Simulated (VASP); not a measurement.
A run of VASP 6.6.1 is set up as follows.

INCAR

```
SYSTEM = Ge
PREC = Accurate
ENCUT = 520
EDIFF = 1E-6
ISMEAR = -1
SIGMA = 0.05
LREAL = .FALSE.
LASPH = .TRUE.
NELM = 100
ALGO = Normal
ISIF = 2
LWAVE = .FALSE.
LCHARG = .FALSE.
GGA = RE
IVDW = 12
NBANDS = 21
```

File KPOINTS:

```
Automatic mesh
0
G
  8 8 8
  0 0 0
```

The input POSCAR:

```
Ge
1.0
    0.0000000000      2.7711609388      2.7711609388
    2.7711609388      0.0000000000      2.7711609388
    2.7711609388      2.7711609388      0.0000000000
Ge
2
Direct
    0.7500000000      0.7500000000      0.7500000000
    0.5000000000      0.5000000000      0.5000000000
```

Potentials or basis: VASP PAW PBE potentials, release 64 (Ge_d).

Run with:

```sh
$ cat potpaw_PBE.64/Ge_d/POTCAR > POTCAR
$ mpirun -np 1 vasp_std > vasp.out
```

(1) Estimate the dispersion energy per atom.

(2) What does it give for the pressure?

(3) Predict the band gap on the k mesh.

Results:

(1) -0.608 eV.

(2) 5.6 GPa.

(3) 0.44 eV (least direct gap 0.70 eV).

Caveat: the cell stands under pressure; the PAW data sets were made with another functional, which shifts forces and pressure a little.
